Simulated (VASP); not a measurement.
# Pt3Cl (P6_3/mmc) in VASP: a series of runs, part 2 of 2

VASP 6.6.1.

## (5) Single point, PBE

This run uses another cell than the first one, of 18.14 Å³/atom.

File INCAR:

```
SYSTEM = Pt3Cl
PREC = Accurate
ENCUT = 520
EDIFF = 1E-6
ISMEAR = 0
SIGMA = 0.1
LREAL = .FALSE.
LASPH = .TRUE.
NELM = 80
ALGO = Normal
ISIF = 2
LWAVE = .FALSE.
LCHARG = .FALSE.
GGA = PE
NBANDS = 47
```

File KPOINTS:

```
Automatic mesh
0
G
  6 6 4
  0 0 0
```

File POSCAR:

```
Pt3Cl
1.0
    5.9320801776      0.0000000000      0.0000000000
   -2.9660400888      5.1373321311      0.0000000000
    0.0000000000      0.0000000000      4.7614096169
Pt Cl
6 2
Direct
    0.8330000000      0.6660000000      0.2500000000
    0.1670000000      0.8330000000      0.7500000000
    0.3340000000      0.1670000000      0.2500000000
    0.1670000000      0.3340000000      0.7500000000
    0.8330000000      0.1670000000      0.2500000000
    0.6660000000      0.8330000000      0.7500000000
    0.3333333333      0.6666666667      0.2500000000
    0.6666666667      0.3333333333      0.7500000000
```

Potentials or basis: VASP PAW PBE potentials, release 64 (Pt, Cl).

Run with:

```sh
> cat potpaw_PBE.64/Pt/POTCAR potpaw_PBE.64/Cl/POTCAR > POTCAR
> mpirun -np 1 vasp_std > vasp.out
```

OUTCAR:

```text
SYSTEM = Pt3Cl
   PREC = Accurate
   ENCUT = 520
   EDIFF = 1E-6
   ISMEAR = 0
   LREAL = .FALSE.
   LASPH = .TRUE.
   NELM = 80
   ISIF = 2
   GGA = PE

 ion  position               nearest neighbor table
   1  0.833  0.666  0.250-   8 2.93   8 2.93   2 2.93   2 2.93   6 2.93   6 2.93   5 2.96   3 2.96
                             7 2.97   7 2.97   5 2.97   3 2.97
   2  0.167  0.833  0.750-   7 2.93   7 2.93   1 2.93   1 2.93   3 2.93   3 2.93   6 2.96   4 2.96
                             8 2.97   8 2.97   6 2.97   4 2.97
   3  0.334  0.167  0.250-   8 2.93   8 2.93   4 2.93   4 2.93   2 2.93   2 2.93   5 2.96   1 2.96
                             7 2.97   7 2.97   5 2.97   1 2.97
[... 1270 lines left out ...]
  in kB     -106.3178506   -106.3178506   -125.4594119      0.0000000     -0.0000000      0.0000000
  external PRESSURE =    -112.6983710 kB  Pullay stress =       0.0000000 kB

 VOLUME and BASIS-vectors are now :
 -----------------------------------------------------------------------------
  energy-cutoff  :      520.00
  volume of cell :      145.10
      direct lattice vectors                 reciprocal lattice vectors
     5.932080178  0.000000000  0.000000000     0.168574930  0.097326781  0.000000000
    -2.966040089  5.137332131  0.000000000     0.000000000  0.194653562  0.000000000
     0.000000000  0.000000000  4.761409617     0.000000000  0.000000000  0.210021838

 POSITION                                       TOTAL-FORCE (eV/Angst)
 -----------------------------------------------------------------------------------
      2.96604      3.42146      1.19035        -0.000000      0.669872      0.000000
     -1.48005      4.27940      3.57106        -0.580126      0.334936      0.000000
      1.48599      0.85793      1.19035        -0.580126     -0.334936      0.000000
      0.00000      1.71587      3.57106        -0.000000     -0.669872     -0.000000
      4.44609      0.85793      1.19035         0.580126     -0.334936      0.000000
      1.48005      4.27940      3.57106         0.580126      0.334936      0.000000
     -0.00000      3.42489      1.19035        -0.000000     -0.000000      0.000000
      2.96604      1.71244      3.57106        -0.000000     -0.000000      0.000000
 -----------------------------------------------------------------------------------
    total drift:                               -0.000000      0.000000      0.000000

  FREE ENERGIE OF THE ION-ELECTRON SYSTEM (eV)
  ---------------------------------------------------
  free  energy   TOTEN  =       -33.5152804810 eV

  energy  without entropy=      -33.4319671104  energy(sigma->0) =      -33.47362380
```

OSZICAR:

```text
N       E                     dE             d eps       ncg     rms          rms(c)
DAV:   1     0.466669902832E+03    0.46667E+03   -0.36697E+04  1974   0.148E+03
DAV:   2    -0.836727832780E+01   -0.47504E+03   -0.45466E+03  2260   0.309E+02
DAV:   3    -0.344407293372E+02   -0.26073E+02   -0.24716E+02  2359   0.643E+01
DAV:   4    -0.350014539666E+02   -0.56072E+00   -0.55904E+00  2093   0.106E+01
DAV:   5    -0.350123289884E+02   -0.10875E-01   -0.10866E-01  2334   0.136E+00    0.272E+01
DAV:   6    -0.337746448223E+02    0.12377E+01   -0.69500E+00  2253   0.126E+01    0.155E+01
DAV:   7    -0.336608201868E+02    0.11382E+00   -0.20589E+00  2367   0.587E+00    0.728E+00
DAV:   8    -0.335196097314E+02    0.14121E+00   -0.53603E-01  2257   0.370E+00    0.294E+00
DAV:   9    -0.335171508050E+02    0.24589E-02   -0.48615E-02  2135   0.885E-01    0.684E-01
DAV:  10    -0.335152684900E+02    0.18823E-02   -0.69549E-03  2150   0.422E-01    0.179E-01
DAV:  11    -0.335152727733E+02   -0.42833E-05   -0.33080E-04  2163   0.768E-02    0.437E-02
DAV:  12    -0.335152809001E+02   -0.81267E-05   -0.19206E-05  2273   0.216E-02    0.314E-02
DAV:  13    -0.335152804810E+02    0.41908E-06   -0.17592E-06  1211   0.739E-03
   1 F= -.33515280E+02 E0= -.33473624E+02  d E =-.833134E-01
```

Run time: 1.9 min. Hardware: 1 thread of Oxide Virtual Turin-like, shared host; peak memory 0.29 GiB.

What came out:

```yaml
Free_energy: -33.5153 eV
Pressure: -11.3 GPa
Largest_force: 0.670 eV/Å
Band_gap_on_the_k_mesh: zero (bands 37 and 38 overlap by 0.45 eV)
```

Forces on the atoms (eV/Å):
```
Pt   0.000  0.670  0.000
Pt  -0.580  0.335  0.000
Pt  -0.580 -0.335  0.000
Pt   0.000 -0.670  0.000
Pt   0.580 -0.335  0.000
Pt   0.580  0.335  0.000
Cl   0.000  0.000  0.000
Cl   0.000  0.000  0.000
```

Stress tensor (GPa, compression positive):
```
-10.63   0.00   0.00
  0.00 -10.63   0.00
  0.00   0.00 -12.55
```

Caveat: the cell stands under tension; spin-orbit coupling is left out, which moves the levels of the heavy elements.

## (6) Overview

| task | cell | k mesh | cutoff (eV) | gap on the mesh (eV) | pressure (GPa) | largest force (eV/Å) |
| --- | --- | --- | --- | --- | --- | --- |
| relaxation of cell and atoms | relaxed from a = 6.679, b = 6.679, c = 3.642 Å, angles 90.0, 90.0, 120.0°, 8 atoms, atomic positions A | 6 × 6 × 10 | 600 | none | 0.0 | - |
| single point | a = 6.722, b = 6.722, c = 3.584 Å, angles 90.0, 90.0, 120.0°, 8 atoms, atomic positions B | 3 × 3 × 4 | 520 | none | -0.2 | 0.02 |
| single point | a = 6.679, b = 6.679, c = 3.642 Å, angles 90.0, 90.0, 120.0°, 8 atoms, atomic positions A | 3 × 3 × 6 | 520 | none | -0.4 | 0.02 |
| single point | a = 5.932, b = 5.932, c = 4.761 Å, angles 90.0, 90.0, 120.0°, 8 atoms, atomic positions C | 6 × 6 × 4 | 520 | none | -11.3 | 0.67 |

Alike in all rows: level PBE; potentials or basis VASP PAW PBE potentials, release 64 (Pt, Cl); no spin polarisation; smearing gaussian 0.1 eV.

Caveats: some runs use coarse meshes; spin-orbit coupling is left out, which moves the levels of the heavy elements; the cell stands under tension (at least some runs).

Absolute energies hang on the potentials; compare differences alone.
